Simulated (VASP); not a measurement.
Si, 1 atom in the cell. The structure is cubic, space group Fm-3m (No. 225). The conventional cell has a = 3.384 Å, b = 3.384 Å, c = 3.384 Å, α = 90.00°, β = 90.00°, γ = 90.00°. Si (site symmetry m-3m) has 12 Si at 2.39 Å within 3.2 Å. 

| Item | Value |
| --- | --- |
| Program | VASP 6.6.1 |
| Task | single point |
| Functional | PBE |
| Potentials or basis | VASP PAW PBE potentials, release 64 (Si) |
| Cutoff | 500 eV |
| k mesh | 15 × 15 × 15 |
| Occupations | fermi-dirac, width 0.05 eV |
| Spin | no spin polarisation |
| Dipole correction | no |
| Further INCAR settings | ALGO = Normal; EDIFF = 1e-06; NBANDS = 8 |

Potentials or basis: VASP PAW PBE potentials, release 64 (Si).

Launch:

```sh
$ cat potpaw_PBE.64/Si/POTCAR > POTCAR
$ mpirun -np 1 vasp_std > vasp.out
```

Hardware: 1 thread of AMD EPYC 7R43 64-Core Processor (Zen 3), with other jobs on the host.

How long does it take, and how much memory?

Run time: 8.3 s on 1 thread of AMD EPYC 7R43 64-Core Processor (Zen 3) (shared host), peak memory 0.08 GiB. Counts: scf iterations 10, k points 120.
